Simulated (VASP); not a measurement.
Here is a VASP 6.6.1 calculation.

Contents of POSCAR:

```
Sn
1.0
    0.0000000000      3.8612190000      3.8612190000
    3.8612190000      0.0000000000      3.8612190000
    3.8612190000      3.8612190000      0.0000000000
Sn
1
Direct
    0.0000000000      0.0000000000      0.0000000000
```

File INCAR.step1:

```
SYSTEM = Sn
PREC = Accurate
ENCUT = 440
ISMEAR = 0
SIGMA = 0.1
LREAL = .FALSE.
LASPH = .TRUE.
NELM = 120
NBANDS = 13
GGA = PE
ALGO = Normal
EDIFF = 1E-5
LWAVE = .TRUE.
LCHARG = .FALSE.
GGA_COMPAT = .FALSE.
```

INCAR.step2

```
SYSTEM = Sn
PREC = Accurate
ENCUT = 440
EDIFF = 1E-6
ISMEAR = 0
SIGMA = 0.1
LREAL = .FALSE.
LASPH = .TRUE.
NELM = 120
ALGO = Normal
ISIF = 2
LWAVE = .FALSE.
LCHARG = .FALSE.
METAGGA = R2SCAN
LMIXTAU = .TRUE.
NBANDS = 13
ISTART = 1
GGA_COMPAT = .FALSE.
```

The input KPOINTS:

```
regular mesh
0
G
  6 6 6
  0 0 0
```

Potentials or basis: VASP PAW PBE potentials, release 64 (Sn_d).

Command:

```sh
$ cat potpaw_PBE.64/Sn_d/POTCAR > POTCAR
$ cp INCAR.step1 INCAR
$ mpirun -np 1 vasp_std > vasp.out
$ cp INCAR.step2 INCAR
$ mpirun -np 1 vasp_std > vasp.out
```

Q: Estimate the band gap on the k mesh.

A: Zero (bands 7 and 8 overlap by 1.20 eV).

Q: Predict the pressure.

A: -2.6 GPa.

Caveat: the PAW data sets were made with another functional, which shifts forces and pressure a little; spin-orbit coupling is left out, which moves the levels of the heavy elements.
